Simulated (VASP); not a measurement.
# Hf in VASP: notebook

Hf is run at these levels: PBE; tasks: single point.

Program: VASP 6.6.1. These are calculated values, not measurements. Logs are shortened: lines on timing, memory, paths and dates and some standing lists are left out, and cuts for length are marked.

## 1. The cell of the first run

The cell holds a sheet with vacuum, 1 atom: a = 2.779 Å, b = 2.779 Å, c = 23.800 Å, α = 90.00°, β = 90.00°, γ = 90.00°.

## 2. Single point, PBE

Contents of INCAR:

```
ALGO = Normal
DIPOL = 0.5 0.5 0.294
EDIFF = 1E-6
ENCUT = 520
GGA = PE
IDIPOL = 3
ISIF = 2
ISMEAR = 0
LASPH = T
LCHARG = F
LDIPOL = T
LREAL = F
LWAVE = F
NBANDS = 11
NELM = 80
PREC = Accurate
SIGMA = 0.1
```

Contents of KPOINTS:

```
k-points
0
Gamma
  20 20 1
```

Contents of POSCAR:

```
Hf
1.0
    2.7787647848      0.0000000000      0.0000000000
    0.0000000000      2.7787647848      0.0000000000
    0.0000000000      0.0000000000     23.8000000000
Hf
1
Direct
    0.0000000000      0.0000000000      0.2941176471
```

Potentials or basis: VASP PAW PBE potentials, release 64 (Hf_pv).

On the command line:

```sh
cat potpaw_PBE.64/Hf_pv/POTCAR > POTCAR
mpirun -np 1 vasp_std > vasp.out
```

OUTCAR:

```text
EDIFF = 1E-6
   ENCUT = 520
   GGA = PE
   ISIF = 2
   ISMEAR = 0
   LASPH = T
   LREAL = F
   NELM = 80
   PREC = Accurate

 ion  position               nearest neighbor table
   1  0.000  0.000  0.294-

  LATTYP: Found a simple tetragonal cell.
 ALAT       =     2.7787647848
 C/A-ratio  =     8.5649566779

  Lattice vectors:

 A1 = (   2.7787647848,   0.0000000000,   0.0000000000)
 A2 = (   0.0000000000,   2.7787647848,   0.0000000000)
 A3 = (   0.0000000000,   0.0000000000,  23.8000000000)

Analysis of symmetry for initial positions (statically):
=====================================================================
 Subroutine PRICEL returns:
 Original cell was already a primitive cell.

 Routine SETGRP: Setting up the symmetry group for a
 simple tetragonal supercell.

 Subroutine GETGRP returns: Found 16 space group operations
 (whereof  8 operations were pure point group operations)
 out of a pool of 16 trial point group operations.

The static configuration has the point symmetry C_4v.
 The point group associated with its full space group is D_4h.

Analysis of symmetry for dynamics (positions and initial velocities):
=====================================================================
 Subroutine PRICEL returns:
 Original cell was already a primitive cell.

 Routine SETGRP: Setting up the symmetry group for a
 simple tetragonal supercell.

 Subroutine GETGRP returns: Found 16 space group operations
 (whereof  8 operations were pure point group operations)
 out of a pool of 16 trial point group operations.

The dynamic configuration has the point symmetry C_4v.
 The point group associated with its full space group is D_4h.

 Subroutine INISYM returns: Found 16 space group operations
 (whereof  8 operations are pure point group operations),
 and found     1 'primitive' translations

----------------------------------------------------------------------------------------

                                     Primitive cell

  volume of cell :     183.7725

  direct lattice vectors                    reciprocal lattice vectors
     2.778764785  0.000000000  0.000000000     0.359872129  0.000000000  0.000000000
     0.000000000  2.778764785  0.000000000     0.000000000  0.359872129  0.000000000
     0.000000000  0.000000000 23.800000000     0.000000000  0.000000000  0.042016807

  length of vectors
     2.778764785  2.778764785 23.800000000     0.359872129  0.359872129  0.042016807

  position of ions in fractional coordinates (direct lattice)
     0.000000000  0.000000000  0.294117647

[... 91 lines left out ...]
   EFERMI_NEDOS =   21; number of points for ismear=-14 and -15
   IALGO  =     38    algorithm
   IMIX   =      4    mixing-type and parameters
     AMIX     =   0.40;   BMIX     =  1.00
     AMIX_MAG =   1.60;   BMIX_MAG =  1.00
  volume/ion in A,a.u.               =     183.77      1240.16
  Fermi-wavevector in a.u.,A,eV,Ry     =   0.620366  1.172322  5.236256  0.384854
  Thomas-Fermi vector in A             =   1.679492
   LORBIT       =      0    0 simple, 1 ext, 2 COOP (PROOUT), +10 PAW based schemes
   GGA     = PE    functional components
   LHFCALC =     F    Hartree Fock is set to
   AEXX    =    0.0000 exact exchange contribution
   IVDW    =     0    specifies the selected vdW correction
   LEPSILON=     F    determine dielectric tensor
   LRPA    =     F    only Hartree local field effects (RPA)
 non-spin polarized calculation
 Gauss-broadening in eV      SIGMA  =   0.10
  energy-cutoff  :      520.00
  volume of cell :      183.77
 maximum number of plane-waves:      4993
 NGX is ok and might be reduce to    24
   NGX = 11   NGY = 11   NGZ = 89

 dipolmoment           0.000000      0.000000     -0.000001 electrons x Angstroem

 number of electron      10.0000000 magnetization

 dipolmoment           0.000000      0.000000      0.000003 electrons x Angstroem

 Free energy of the ion-electron system (eV)
  ---------------------------------------------------
  ext. energy  EPLUGINS =         0.00000000
  ---------------------------------------------------
  free energy    TOTEN  =        -7.45996151 eV

  energy without entropy =       -7.44521600  energy(sigma->0) =       -7.45258876

 E-fermi :  -3.0670     XC(G=0):  -2.1577

 val. band max:       -3.0707554998   @ k =   0.4500   0.3500   0.0000
 cond. band min:      -3.0540836327   @ k =   0.2000   0.2000   0.0000
 fundamental gap:      0.0166718671
 Fermi energy:        -3.0669947784

 k-point     1 :       0.0000    0.0000    0.0000
  band No.  band energies     occupation
      1     -34.0582      2.00000
      2     -33.0880      2.00000
      3     -33.0880      2.00000
      4      -8.3142      2.00000
      5      -4.6320      2.00000
      6      -3.4186      2.00000
      7      -2.8339      0.00098
      8       0.8690      0.00000
      9       1.1040      0.00000
     10       1.4163      0.00000
     11       1.7948      0.00000
[... 309 lines left out ...]
 k-point    24 :       0.2000    0.1000    0.0000
  band No.  band energies     occupation
      1     -33.9889      2.00000
      2     -33.5673      2.00000
      3     -33.1823      2.00000
      4      -6.7709      2.00000
      5      -3.3847      1.99999
      6      -3.0795      1.14014
      7      -2.4961      0.00000
      8       0.4817      0.00000
      9       1.4509      0.00000
     10       1.7829      0.00000
     11       1.9060      0.00000

 [... further k-points ...]

------------------------ aborting loop because EDIFF is reached ----------------------------------------

 vacuum level on the upper side and lower side of the slab       (xc-potential included)        -0.009        -0.009

  FORCE on cell =-STRESS in cart. coord.  units (eV):
  Direction    XX          YY          ZZ          XY          YZ          ZX
  --------------------------------------------------------------------------------------
  -------------------------------------------------------------------------------------
  Total       -0.0815917     -0.0815917     -0.0031625      0.0000000     -0.0000000      0.0000000
  in kB       -0.7113380     -0.7113380     -0.0275716      0.0000000     -0.0000000      0.0000000
  external PRESSURE =      -0.4834159 kB  Pullay stress =       0.0000000 kB

 VOLUME and BASIS-vectors are now :
 -----------------------------------------------------------------------------
  energy-cutoff  :      520.00
  volume of cell :      183.77
      direct lattice vectors                 reciprocal lattice vectors
     2.778764785  0.000000000  0.000000000     0.359872129  0.000000000  0.000000000
     0.000000000  2.778764785  0.000000000     0.000000000  0.359872129  0.000000000
     0.000000000  0.000000000 23.800000000     0.000000000  0.000000000  0.042016807

 POSITION                                       TOTAL-FORCE (eV/Angst)
 -----------------------------------------------------------------------------------
      0.00000      0.00000      7.00000         0.000000     -0.000000      0.000000
 -----------------------------------------------------------------------------------
    total drift:                               -0.000000     -0.000000      0.000030

  FREE ENERGIE OF THE ION-ELECTRON SYSTEM (eV)
  ---------------------------------------------------
  free  energy   TOTEN  =        -7.4599615100 eV

  energy  without entropy=       -7.4452160035  energy(sigma->0) =       -7.45258876

 vacuum level on the upper side and lower side of the slab         1.182         1.182
```

stdout:

```text
POSCAR found type information on POSCAR Hf
 POSCAR found :  1 types and       1 ions
 scaLAPACK will be used
 LDA part: xc-table for (Slater+PW92), standard interpolation
 POSCAR, INCAR and KPOINTS ok, starting setup
 FFT: planning ... GRIDC
 FFT: planning ... GRID_SOFT
 FFT: planning ... GRID
 WAVECAR not read
 entering main loop
```

Wall time 65 s (1 thread of Intel Xeon 6975P-C (Granite Rapids), shared host); peak memory 0.38 GiB.

Results:

- Free energy: -7.4600 eV
- Band gap on the k mesh: zero (band 5 reaches -2.66 eV, above the bottom of band 6 at -3.42 eV)

Caveat: spin-orbit coupling is left out, which moves the levels of the heavy elements.

## 3. Single point, PBE

Contents of INCAR:

```
  ALGO = Normal
  DIPOL = 0.5 0.5 0.294
  EDIFF = 1E-7
  ENCUT = 520
  GGA = PE
  IDIPOL = 3
  ISIF = 2
  ISMEAR = 0
  LASPH = True
  LCHARG = False
  LDIPOL = True
  LREAL = False
  LWAVE = False
  NBANDS = 11
  NELM = 80
  PREC = Accurate
  SIGMA = 0.1
```

KPOINTS is that of step 2.

Contents of POSCAR:

```
Hf
1.0
    2.7772027991      0.0000000000      0.0000000000
    0.0000000000      2.7772027991      0.0000000000
    0.0000000000      0.0000000000     23.8000000000
Hf
1
Direct
    0.0000000000      0.0000000000      0.2941176471
```

Potentials or basis: VASP PAW PBE potentials, release 64 (Hf_pv).

On the command line:

```sh
cat potpaw_PBE.64/Hf_pv/POTCAR > POTCAR
mpirun -np 1 vasp_std > vasp.out
```

OUTCAR:

```text
EDIFF = 1E-7
   ENCUT = 520
   GGA = PE
   ISIF = 2
   ISMEAR = 0
   LASPH = True
   LREAL = False
   NELM = 80
   PREC = Accurate

 ion  position               nearest neighbor table
   1  0.000  0.000  0.294-

  LATTYP: Found a simple tetragonal cell.
 ALAT       =     2.7772027991
 C/A-ratio  =     8.5697738774

  Lattice vectors:

 A1 = (   2.7772027991,   0.0000000000,   0.0000000000)
 A2 = (   0.0000000000,   2.7772027991,   0.0000000000)
 A3 = (   0.0000000000,   0.0000000000,  23.8000000000)

Analysis of symmetry for initial positions (statically):
=====================================================================
 Subroutine PRICEL returns:
 Original cell was already a primitive cell.

 Routine SETGRP: Setting up the symmetry group for a
 simple tetragonal supercell.

 Subroutine GETGRP returns: Found 16 space group operations
 (whereof  8 operations were pure point group operations)
 out of a pool of 16 trial point group operations.

The static configuration has the point symmetry C_4v.
 The point group associated with its full space group is D_4h.

[... 176 lines left out ...]
      4      -8.3156      2.00000
      5      -4.6350      2.00000
      6      -3.4207      2.00000
      7      -2.8338      0.00096
      8       0.8700      0.00000
      9       1.1031      0.00000
     10       1.4366      0.00000
     11       1.8042      0.00000
[... 309 lines left out ...]
 k-point    24 :       0.2000    0.1000    0.0000
  band No.  band energies     occupation
      1     -33.9851      2.00000
      2     -33.5636      2.00000
      3     -33.1768      2.00000
      4      -6.7699      2.00000
      5      -3.3845      1.99999
      6      -3.0796      1.13883
      7      -2.4957      0.00000
      8       0.4865      0.00000
      9       1.4553      0.00000
     10       1.7846      0.00000
     11       1.9145      0.00000

 [... further k-points ...]

------------------------ aborting loop because EDIFF is reached ----------------------------------------

 vacuum level on the upper side and lower side of the slab       (xc-potential included)        -0.009        -0.009

  FORCE on cell =-STRESS in cart. coord.  units (eV):
  Direction    XX          YY          ZZ          XY          YZ          ZX
  --------------------------------------------------------------------------------------
  -------------------------------------------------------------------------------------
  Total       -0.0568827     -0.0568827     -0.0031708      0.0000000      0.0000000      0.0000000
  in kB       -0.4964763     -0.4964763     -0.0276753      0.0000000      0.0000000      0.0000000
  external PRESSURE =      -0.3402093 kB  Pullay stress =       0.0000000 kB

 VOLUME and BASIS-vectors are now :
 -----------------------------------------------------------------------------
  energy-cutoff  :      520.00
  volume of cell :      183.57
      direct lattice vectors                 reciprocal lattice vectors
     2.777202799  0.000000000  0.000000000     0.360074533  0.000000000  0.000000000
     0.000000000  2.777202799  0.000000000     0.000000000  0.360074533  0.000000000
     0.000000000  0.000000000 23.800000000     0.000000000  0.000000000  0.042016807

 POSITION                                       TOTAL-FORCE (eV/Angst)
 -----------------------------------------------------------------------------------
      0.00000      0.00000      7.00000         0.000000      0.000000      0.000000
 -----------------------------------------------------------------------------------
    total drift:                                0.000000     -0.000000      0.000005

  FREE ENERGIE OF THE ION-ELECTRON SYSTEM (eV)
  ---------------------------------------------------
  free  energy   TOTEN  =        -7.4600352676 eV

  energy  without entropy=       -7.4453377020  energy(sigma->0) =       -7.45268648

 vacuum level on the upper side and lower side of the slab         1.176         1.177
```

OSZICAR:

```text
N       E                     dE             d eps       ncg     rms          rms(c)
DAV:   1     0.110483689903E+02    0.11048E+02   -0.51665E+03  1988   0.626E+02
DAV:   2    -0.676453585830E+01   -0.17813E+02   -0.17317E+02  2449   0.906E+01
DAV:   3    -0.788433460812E+01   -0.11198E+01   -0.10637E+01  1972   0.136E+01
[... 14 lines left out ...]
DAV:  18    -0.746002785444E+01   -0.83490E-05   -0.38380E-07  1993   0.104E-03    0.102E-03
DAV:  19    -0.746003450711E+01   -0.66527E-05   -0.59266E-07  1744   0.108E-03    0.287E-04
DAV:  20    -0.746003489659E+01   -0.38948E-06   -0.10521E-08  1516   0.189E-04    0.151E-04
DAV:  21    -0.746003524927E+01   -0.35268E-06   -0.15064E-08  1372   0.159E-04    0.456E-05
DAV:  22    -0.746003526761E+01   -0.18344E-07   -0.19026E-10  1459   0.399E-05
   1 F= -.74600353E+01 E0= -.74526865E+01  d E =-.146976E-01
```

Run time: 88 s. Hardware: 1 thread of Intel Xeon 6975P-C (Granite Rapids), shared host; peak memory 0.39 GiB.

What came out:

| Item | Value |
| --- | --- |
| Free energy | -7.4600 eV |
| Band gap on the k mesh | zero (band 5 reaches -2.66 eV, above the bottom of band 6 at -3.42 eV) |

Levels at points of the mesh, in eV from the Fermi level:
```
           k point  band 3  band 4  band 5  band 6  band 7  band 8
(0.00, 0.00, 0.00)  -30.01   -5.25   -1.57   -0.35    0.23    3.94
(0.50, 0.00, 0.00)  -29.89   -1.79   -1.30    1.61    1.72    3.49
(0.50, 0.50, 0.00)  -30.68   -2.91    0.40    0.40    3.29    7.14
```

Caveat: spin-orbit coupling is left out, which moves the levels of the heavy elements.

## 4. Single point, PBE

This run uses another cell than the first one, of 190.78 Å³/atom, 1.038 times its volume.

Contents of INCAR:

```
PREC     = Accurate       # precision mode
ENCUT    = 520            # plane-wave cutoff, eV
EDIFF    = 1E-6           # SCF threshold, eV
ISMEAR   = 0              # smearing method
SIGMA    = 0.1            # smearing width, eV
LREAL    = F              # projectors in reciprocal space
LASPH    = T              # aspherical terms in the spheres
NELM     = 100            # most SCF steps
ALGO     = Normal         # electronic algorithm
ISIF     = 2              # what is computed and relaxed
LWAVE    = F              # write WAVECAR
LCHARG   = F              # write CHGCAR
LDIPOL   = T            
IDIPOL   = 3            
DIPOL    = 0.5 0.5 0.294
GGA      = PE             # functional
NBANDS   = 11             # bands
```

Contents of KPOINTS:

```
Automatic mesh
0
Gamma
  20 20 1
```

Contents of POSCAR:

```
Hf
1.0
    2.8312441565      0.0000000000      0.0000000000
    0.0000000000      2.8312441565      0.0000000000
    0.0000000000      0.0000000000     23.8000000000
Hf
1
Direct
    0.0000000000      0.0000000000      0.2941176471
```

On the command line:

```sh
cat potpaw_PBE.64/Hf_pv/POTCAR > POTCAR
mpirun -np 1 vasp_std > vasp.out
```

Run time: 97 s. Hardware: 1 thread of Intel Xeon 6975P-C (Granite Rapids), shared host; peak memory 0.38 GiB.

Results (log left out):

```yaml
Free_energy: -7.4422 eV
Band_gap_on_the_k_mesh: zero (band 5 reaches -2.67 eV, above the bottom of band 6 at -3.35 eV)
```

Levels at points of the mesh, in eV from the Fermi level:
```csv
k point,band 3,band 4,band 5,band 6,band 7,band 8
"(0.00, 0.00, 0.00)",-30.22,-5.20,-1.47,-0.29,0.22,3.90
"(0.50, 0.00, 0.00)",-30.12,-1.83,-1.20,1.50,1.51,3.30
"(0.50, 0.50, 0.00)",-30.86,-2.70,0.39,0.39,3.04,6.65
```

Caveat: spin-orbit coupling is left out, which moves the levels of the heavy elements.

## 5. Single point, PBE

This run uses another cell than the first one, of 190.78 Å³/atom, 1.038 times its volume.

Contents of INCAR:

```
SYSTEM = Hf
ALGO = Normal ; DIPOL = 0.5 0.5 0.294
EDIFF = 1E-6 ; ENCUT = 520
GGA = PE ; IDIPOL = 3
ISIF = 2 ; ISMEAR = 0
LASPH = .TRUE. ; LCHARG = .FALSE.
LDIPOL = .TRUE. ; LREAL = .FALSE.
LWAVE = .FALSE. ; NBANDS = 11
NELM = 100 ; PREC = Accurate
SIGMA = 0.1
```

Contents of KPOINTS:

```
k-points
0
G
  20 20 1
  0 0 0
```

POSCAR is that of step 4.

On the command line:

```sh
cat potpaw_PBE.64/Hf_pv/POTCAR > POTCAR
mpirun -np 1 vasp_std > vasp.out
```

Wall time 2.2 min (1 thread of Intel Xeon 6975P-C (Granite Rapids), shared host); peak memory 0.38 GiB.

Results (log left out):

| Item | Value |
| --- | --- |
| Free energy | -7.4422 eV |
| Band gap on the k mesh | zero (band 5 reaches -2.67 eV, above the bottom of band 6 at -3.35 eV) |

Levels at points of the mesh, in eV from the Fermi level:
| k point | band 3 | band 4 | band 5 | band 6 | band 7 | band 8 |
| --- | --- | --- | --- | --- | --- | --- |
| (0.00, 0.00, 0.00) | -30.22 | -5.20 | -1.47 | -0.29 | 0.22 | 3.90 |
| (0.50, 0.00, 0.00) | -30.12 | -1.83 | -1.20 | 1.50 | 1.51 | 3.30 |
| (0.50, 0.50, 0.00) | -30.86 | -2.70 | 0.39 | 0.39 | 3.04 | 6.65 |

Caveat: spin-orbit coupling is left out, which moves the levels of the heavy elements.

## 6. Single point, PBE

This run uses another cell than the first one, of 116.33 Å³/atom, 0.633 times its volume.

Contents of INCAR:

```
SYSTEM = Hf
ALGO = Normal
DIPOL = 0.5 0.5 0.500
EDIFF = 1E-6
ENCUT = 400
GGA = PE
GGA_COMPAT = .FALSE.
IDIPOL = 3
ISIF = 2
ISMEAR = 0
LASPH = .TRUE.
LCHARG = .FALSE.
LDIPOL = .TRUE.
LREAL = .FALSE.
LWAVE = .FALSE.
NBANDS = 11
NELM = 120
NELMDL = -8
PREC = Accurate
SIGMA = 0.1
```

Contents of KPOINTS:

```
k-points
0
G
  6 6 1
  0 0 0
```

Contents of POSCAR:

```
Hf
1.0
    2.8825310000      0.0000000000      0.0000000000
    0.0000000000      2.8825310000      0.0000000000
    0.0000000000      0.0000000000     14.0000000000
Hf
1
Direct
    0.0000000000      0.0000000000      0.5000000000
```

Potentials or basis: VASP PAW PBE potentials, release 64 (Hf_pv).

On the command line:

```sh
cat potpaw_PBE.64/Hf_pv/POTCAR > POTCAR
mpirun -np 1 vasp_std > vasp.out
```

Wall time 16 s (1 thread of AMD EPYC 9R45 (Zen 5), shared host); peak memory 0.14 GiB.

It converged, with:

```yaml
Free_energy: -7.3568 eV
Band_gap_on_the_k_mesh: zero (band 5 reaches -1.72 eV, above the bottom of band 6 at -2.39 eV)
```

Levels at points of the mesh, in eV from the Fermi level:
```
           k point  band 3  band 4  band 5  band 6  band 7  band 8
(0.00, 0.00, 0.00)  -30.30   -5.06   -1.26   -0.26    0.16    3.57
(0.50, 0.00, 0.00)  -30.21   -1.75   -1.09    1.38    1.40    3.26
(0.50, 0.50, 0.00)  -31.04   -2.38    0.40    0.40    2.78    6.25
```

Caveat: the k points lie up to 0.36 Å⁻¹ apart; spin-orbit coupling is left out, which moves the levels of the heavy elements.

## 7. The runs side by side

| cell | k mesh | cutoff (eV) | gap on the mesh (eV) |
| --- | --- | --- | --- |
| a = 2.779, b = 2.779, c = 23.800 Å, 1 atom | 20 × 20 × 1 | 520 | none |
| a = 2.777, b = 2.777, c = 23.800 Å, 1 atom | 20 × 20 × 1 | 520 | none |
| a = 2.831, b = 2.831, c = 23.800 Å, 1 atom | 20 × 20 × 1 | 520 | none |
| a = 2.883, b = 2.883, c = 14.000 Å, 1 atom | 6 × 6 × 1 | 400 | none |

Alike in all rows: task single point; level PBE; potentials or basis VASP PAW PBE potentials, release 64 (Hf_pv); no spin polarisation; smearing gaussian 0.1 eV.

Caveats: some runs use coarse meshes; spin-orbit coupling is left out, which moves the levels of the heavy elements.

Absolute energies hang on the potentials; compare differences alone.
